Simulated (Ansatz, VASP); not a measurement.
## BN in VASP and in Ansatz

Contents of INCAR:

```
AGGAC = 1.0
AGGAX = 1.0
ALDAC = 0.0
ALDAX = 1.0
ALGO = Normal
EDIFF = 1E-6
EDIFFG = -0.005
ENCUT = 600
GGA = B5
IBRION = 2
ISIF = 3
ISMEAR = -1
IVDW = 12
LASPH = True
LCHARG = False
LREAL = False
LWAVE = False
NELM = 60
NSW = 80
PREC = Accurate
SIGMA = 0.05
VDW_A1 = 0.4298
VDW_A2 = 4.2359
VDW_S6 = 1.0
VDW_S8 = 2.6996
```

KPOINTS

```
k-points
0
Gamma
  13 13 13
```

Contents of POSCAR:

```
BN
1.0
    0.0000000000      1.8130010000      1.8130010000
    1.8130010000      0.0000000000      1.8130010000
    1.8130010000      1.8130010000      0.0000000000
N B
1 1
Direct
    0.2500000000      0.2500000000      0.2500000000
    0.0000000000      0.0000000000      0.0000000000
```

input.yaml

```yaml
crystal:
  lattice:
    - [0.0, 1.813001, 1.813001]
    - [1.813001, 0.0, 1.813001]
    - [1.813001, 1.813001, 0.0]
  atoms:
    - { symbol: "N", position: [0.25, 0.25, 0.25] }
    - { symbol: B, position: [0.0, 0.0, 0.0] }
kpoints:
  mp_grid: { grid: [13, 13, 13] }
scf:
  occupations: { method: fermi_dirac, width: 0.05 }
hamiltonian:
  xc: blyp
  dispersion: d3bj
  pseudopotentials: { kind: all_electron, lapw: { basis_error: 0.001 } }
output:
  forces: true
  stress: true
relax:
  f_tol: 0.005
  max_steps: 60
  cell: {}
```

Alike in both runs: task relaxation of cell and atoms; functional BLYP; dispersion D3(BJ); k mesh 13 × 13 × 13; occupations fermi-dirac, width 0.05 eV; no spin polarisation.

```csv
,VASP,Ansatz
version,VASP 6.6.1,Ansatz 0.2.0
potentials or method,"VASP PAW PBE potentials, release 64 (N, B), cutoff 600 eV","all-electron LAPW, scalar-relativistic"
```

VASP gave:

* relaxed volume (Å³/atom): 5.88
* relaxed cell length with the largest relative difference (Å): 2.553

**Question.** What did Ansatz give for the same quantities?

**Answer.** Relaxed volume (Å³/atom): 5.89; relaxed cell length with the largest relative difference (Å): 2.554.

VASP's potentials were made for PBE, not for BLYP. Ansatz ran all-electron here, and VASP with PAW potentials.
